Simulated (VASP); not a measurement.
# LiSi16 (a cell with a defect) in VASP: further runs, part 2 of 2

VASP 6.6.1. The steps go on from the part before.

## 4. Single point, PBEsol

Contents of INCAR:

```
PREC = Accurate
ENCUT = 520
EDIFF = 1E-6
ISMEAR = -1
SIGMA = 0.05
LREAL = Auto
LASPH = T
NELM = 100
ALGO = Normal
ISIF = 2
LWAVE = F
LCHARG = F
GGA = PS
NBANDS = 48
NELECT = 66.0
```

Contents of KPOINTS:

```
Automatic mesh
0
Gamma
  2 2 2
```

Contents of POSCAR:

```
LiSi16
1.0
    0.0000000000      5.4300000000      5.4300000000
    5.4300000000      0.0000000000      5.4300000000
    5.4300000000      5.4300000000      0.0000000000
Si Li
16 1
Direct
    0.0050184162      0.0244290976      0.0237476980
    0.1715930018      0.1319797422      0.0993278085
    0.0398526703     -0.0137200737      0.4638489871
    0.0625874770      0.1403038674      0.6332688766
    0.0608839779      0.4892265193     -0.0339963168
    0.1530294659      0.6406721915      0.1038029466
    0.0032872928      0.5130478821      0.4874125230
    0.1751381215      0.6003130755      0.5928360958
    0.5431215470     -0.0323296501     -0.0235635359
    0.6253406998      0.1612891344      0.0816390424
    0.4432228361      0.0293738490      0.4540883978
    0.6461233886      0.0897329650      0.6082596685
    0.5368324125      0.5146777164     -0.0329097606
    0.7033517495      0.5608839779      0.1205524862
    0.5378268877      0.4876058932      0.5083609576
    0.6242817680      0.6655524862      0.5944106814
    0.3907090239      0.9073020258      0.8372467772
```

Potentials or basis: VASP PAW PBE potentials, release 64 (Si, Li_sv).

Command:

```
$ cat potpaw_PBE.64/Si/POTCAR potpaw_PBE.64/Li_sv/POTCAR > POTCAR
$ mpirun -np 1 vasp_std > vasp.out
```

OUTCAR:

```text
PREC = Accurate
   ENCUT = 520
   EDIFF = 1E-6
   ISMEAR = -1
   LREAL = Auto
   LASPH = T
   NELM = 100
   ISIF = 2
   GGA = PS
   NELECT = 66.0

 ion  position               nearest neighbor table
   1  0.005  0.024  0.024-   2 2.22   6 2.43  10 2.43  17 2.45   4 2.53
   2  0.172  0.132  0.099-   1 2.22   5 2.24   3 2.30   9 2.35  17 2.65
   3  0.040  0.986  0.464-   4 2.26   2 2.30   8 2.42  12 2.48
   4  0.063  0.140  0.633-   3 2.26   7 2.38  11 2.41   1 2.53
   5  0.061  0.489  0.966-   2 2.24  14 2.27   8 2.34   6 2.40
   6  0.153  0.641  0.104-   5 2.40  13 2.41   7 2.41   1 2.43  17 2.74
   7  0.003  0.513  0.487-   8 2.31   4 2.38  16 2.38   6 2.41
   8  0.175  0.600  0.593-  15 2.30   7 2.31   5 2.34   3 2.42
   9  0.543  0.968  0.976-  17 2.24  12 2.31   2 2.35  10 2.43  14 2.56
  10  0.625  0.161  0.082-  13 2.23  11 2.38   1 2.43   9 2.43
  11  0.443  0.029  0.454-  16 2.35  10 2.38   4 2.41  17 2.48  12 2.68
  12  0.646  0.090  0.608-   9 2.31  17 2.40   3 2.48  15 2.52  11 2.68
  13  0.537  0.515  0.967-  10 2.23  16 2.35  14 2.35   6 2.41  17 2.46
  14  0.703  0.561  0.121-   5 2.27  13 2.35  15 2.46   9 2.56
  15  0.538  0.488  0.508-  16 2.23   8 2.30  14 2.46  12 2.52
  16  0.624  0.666  0.594-  15 2.23  11 2.35  13 2.35   7 2.38  17 2.63
  17  0.391  0.907  0.837-   9 2.24  12 2.40   1 2.45  13 2.46  11 2.48  16 2.63   2 2.65   6 2.74

  LATTYP: Found a face centered cubic cell.
 ALAT       =    10.8600000000

  Lattice vectors:

 A1 = (   0.0000000000,   5.4300000000,   5.4300000000)
 A2 = (   5.4300000000,   0.0000000000,   5.4300000000)
 A3 = (   5.4300000000,   5.4300000000,   0.0000000000)

Analysis of symmetry for initial positions (statically):
=====================================================================
 Subroutine PRICEL returns:
 Original cell was already a primitive cell.

 Routine SETGRP: Setting up the symmetry group for a
 face centered cubic supercell.

 Subroutine GETGRP returns: Found  1 space group operations
 (whereof  1 operations were pure point group operations)
[... 154 lines left out ...]
   GGA     = PS    functional components
   LHFCALC =     F    Hartree Fock is set to
   AEXX    =    0.0000 exact exchange contribution
   IVDW    =     0    specifies the selected vdW correction
   LEPSILON=     F    determine dielectric tensor
   LRPA    =     F    only Hartree local field effects (RPA)
 non-spin polarized calculation
  energy-cutoff  :      520.00
  volume of cell :      320.21
 maximum number of plane-waves:      8646
 NGX is ok and might be reduce to    60
   NGX = 29   NGY = 29   NGZ = 29

 number of electron      66.0000000 magnetization

 Free energy of the ion-electron system (eV)
  ---------------------------------------------------
  ext. energy  EPLUGINS =         0.00000000
  ---------------------------------------------------
  free energy    TOTEN  =       -96.47079791 eV

  energy without entropy =      -96.46404086  energy(sigma->0) =      -96.46741939

 E-fermi :   6.0717     XC(G=0):  -9.6333

 val. band max:        5.9246121568   @ k =   0.0000   0.0000   0.0000
 cond. band min:       6.2043852526   @ k =   0.0000   0.0000   0.0000
 fundamental gap:      0.2797730958
 Fermi energy:         6.0717497320

 k-point     1 :       0.0000    0.0000    0.0000
  band No.  band energies     occupation
      1     -39.5547      2.00000
      2      -6.0356      2.00000
      3      -4.0551      2.00000
      4      -3.7035      2.00000
      5      -3.5858      2.00000
      6      -3.3750      2.00000
[... 373 lines left out ...]
     44       9.9200      0.00000
     45      10.1356      0.00000
 [bands above 45 left out]

------------------------ aborting loop because EDIFF is reached ----------------------------------------

  FORCE on cell =-STRESS in cart. coord.  units (eV):
  Direction    XX          YY          ZZ          XY          YZ          ZX
  --------------------------------------------------------------------------------------
  -------------------------------------------------------------------------------------
  Total       -7.0489083     -8.5618241     -4.5797799      1.4991174      1.1984135      1.5218206
  in kB      -35.2697969    -42.8397963    -22.9153085      7.5009580      5.9963612      7.6145555
  external PRESSURE =     -33.6749672 kB  Pullay stress =       0.0000000 kB

 VOLUME and BASIS-vectors are now :
 -----------------------------------------------------------------------------
  energy-cutoff  :      520.00
  volume of cell :      320.21
      direct lattice vectors                 reciprocal lattice vectors
     0.000000000  5.430000000  5.430000000    -0.092081031  0.092081031  0.092081031
     5.430000000  0.000000000  5.430000000     0.092081031 -0.092081031  0.092081031
     5.430000000  5.430000000  0.000000000     0.092081031  0.092081031 -0.092081031

 POSITION                                       TOTAL-FORCE (eV/Angst)
 -----------------------------------------------------------------------------------
      0.26160      0.15620      0.15990        -1.269363     -2.160588     -1.838385
      1.25600      1.47110      1.64840        -0.046447      1.258413      0.450800
      7.87420      2.73510      5.57190         0.090141     -0.329018     -1.983161
      4.20050      3.77850      1.10170         0.918636      1.254339      1.059614
      7.90190      5.57600      2.98710         0.631192     -0.236261      1.380291
      4.04250      1.39460      4.30980         0.282013      0.212529     -0.321173
[... 9 lines left out ...]
      6.84160      6.61750      7.00380        -0.091343      0.665973      0.788416
      9.47290      6.66780      7.04820        -0.310144     -0.776045     -0.824391
 -----------------------------------------------------------------------------------
    total drift:                               -0.006947     -0.002025      0.000439

  FREE ENERGIE OF THE ION-ELECTRON SYSTEM (eV)
  ---------------------------------------------------
  free  energy   TOTEN  =       -96.4707979141 eV

  energy  without entropy=      -96.4640408562  energy(sigma->0) =      -96.46741939
```

stdout:

```text
POSCAR found type information on POSCAR SiLi
 POSCAR found :  2 types and      17 ions
 scaLAPACK will be used
 -----------------------------------------------------------------------------
|                                                                             |
|                                                                             |
|     You enforced a specific xc type in the INCAR file but a different       |
|     I HOPE YOU KNOW WHAT YOU ARE DOING!                                     |
|                                                                             |
 -----------------------------------------------------------------------------

 LDA part: xc-table for (Slater+PW92), standard interpolation
 POSCAR, INCAR and KPOINTS ok, starting setup
 FFT: planning ... GRIDC
 FFT: planning ... GRID_SOFT
 FFT: planning ... GRID
 WAVECAR not read
 entering main loop
 the old and the new charge density differ
 old charge density:    67.00000 new   66.00000
    0.142E+01
```

Wall time 2 min (1 thread of Intel Xeon Platinum 8559C (Emerald Rapids), shared host); peak memory 0.48 GiB.

Results:

| Quantity | Value |
| --- | --- |
| Free energy | -96.4708 eV |
| Largest force | 3.108 eV/Å |

Forces in eV/Å, atoms in the order of the input:
```
Si  -1.269 -2.161 -1.838
Si  -0.046  1.258  0.451
Si   0.090 -0.329 -1.983
Si   0.919  1.254  1.060
Si   0.631 -0.236  1.380
Si   0.282  0.213 -0.321
Si  -0.652 -0.593  0.030
Si   0.849 -0.370  0.354
Si   0.461  1.997  0.739
Si  -1.243  1.098 -1.188
Si   0.570  0.726  1.084
Si  -0.352 -1.111  1.616
Si   0.789 -0.281 -0.035
Si   1.901 -1.068 -0.299
Si  -2.528 -0.288 -1.012
Si  -0.091  0.666  0.788
Li  -0.310 -0.776 -0.824
```

Levels at points of the mesh, in eV from the Fermi level:
```csv
k point,band 31,band 32,band 33,band 34,band 35,band 36
"(0.00, 0.00, 0.00)",-0.28,-0.22,-0.15,0.13,0.42,0.51
"(0.50, 0.00, 0.00)",-0.80,-0.64,-0.43,0.54,0.92,1.03
"(0.00, 0.50, 0.00)",-0.82,-0.76,-0.48,0.57,0.78,1.12
"(0.00, 0.00, 0.50)",-0.93,-0.70,-0.63,0.71,0.91,0.99
"(0.50, 0.50, 0.50)",-0.86,-0.57,-0.35,0.58,0.89,1.09
"(0.50, 0.50, 0.00)",-1.27,-1.15,-0.99,0.72,1.10,1.60
"(0.00, 0.50, 0.50)",-1.35,-1.05,-0.87,0.80,0.93,1.63
"(0.50, 0.00, 0.50)",-1.32,-1.15,-1.03,0.76,0.91,1.74
```

Caveat: the k points lie up to 0.50 Å⁻¹ apart; the cell carries a net charge on a neutralising background, which shifts energy and pressure; the cell is charged against a uniform background, so pressure and absolute levels hang on convention; the cutoff is under 1.25 times the usual one of these potentials, so pressure, stress and relaxed cells hold a basis-set (Pulay) error; the PAW data sets were made with another functional, which shifts forces and pressure a little.
